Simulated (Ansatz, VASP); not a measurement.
**NbTc in VASP and in Ansatz**

Contents of INCAR:

```
SYSTEM = NbTc
PREC = Accurate ; ENCUT = 520
EDIFF = 1E-7 ; ISMEAR = -1
SIGMA = 0.1 ; LREAL = .False.
LASPH = .True. ; NELM = 80
ALGO = Normal ; ISIF = 2
LWAVE = .False. ; LCHARG = .False.
GGA = CA ; NBANDS = 20
```

File KPOINTS:

```
regular mesh
0
Gamma
  11 11 7
  0 0 0
```

The input POSCAR:

```
NbTc
1.0
    1.5644880353     -2.2567819909      0.0000000000
    1.5644880353      2.2567819909      0.0000000000
    0.0000000000      0.0000000000      4.3345554197
Nb Tc
1 1
Direct
    0.0000000000      0.0000000000      0.0000000000
    0.5000000000      0.5000000000      0.5000000000
```

Input for Ansatz:

```yaml
crystal:
  lattice:
    - [1.5644880352792, -2.256781990891669, 0.0]
    - [1.5644880352792, 2.256781990891669, 0.0]
    - [0.0, 0.0, 4.3345554197164535]
  atoms:
    - { symbol: Nb, position: [0.0, 0.0, 0.0] }
    - { symbol: Tc, position: [0.5, 0.5, 0.5] }
basis:
  ecutwfc: 630.0
  xc_grid: 2
kpoints:
  mp_grid:
    grid: [11, 11, 7]
hamiltonian:
  xc: lda
scf:
  max_iter: 80
  occupations:
    method: fermi_dirac
    width: 0.1
output:
  stress: true
```

Alike in both runs: task single point; functional LDA; k mesh 11 × 11 × 7; occupations fermi-dirac, width 0.1 eV; no spin polarisation.

|  | VASP | Ansatz |
| --- | --- | --- |
| version | VASP 6.6.1 | Ansatz 0.2.0 |
| potentials or method | VASP PAW LDA potentials, release 64 (Nb_sv, Tc_pv), cutoff 520 eV | plane waves, PAW |
| valence electrons in the cell | 26 | 28 |

Ansatz gave:

| Property | Result |
| --- | --- |
| pressure (GPa) | 1.1 |
| traceless stress, the component that is largest in VASP (GPa) | -0.44 |

Q: What did VASP give for the same quantities?

A: Pressure (GPa): 1.1; traceless stress, the component that is largest in VASP (GPa): -0.45.

LDA's correlation is that of Perdew and Zunger in VASP and of Perdew and Wang (1992) in Ansatz. VASP's potentials hold 26 valence electrons a cell and Ansatz's 28, so a difference there can come from the potentials and not from the codes.
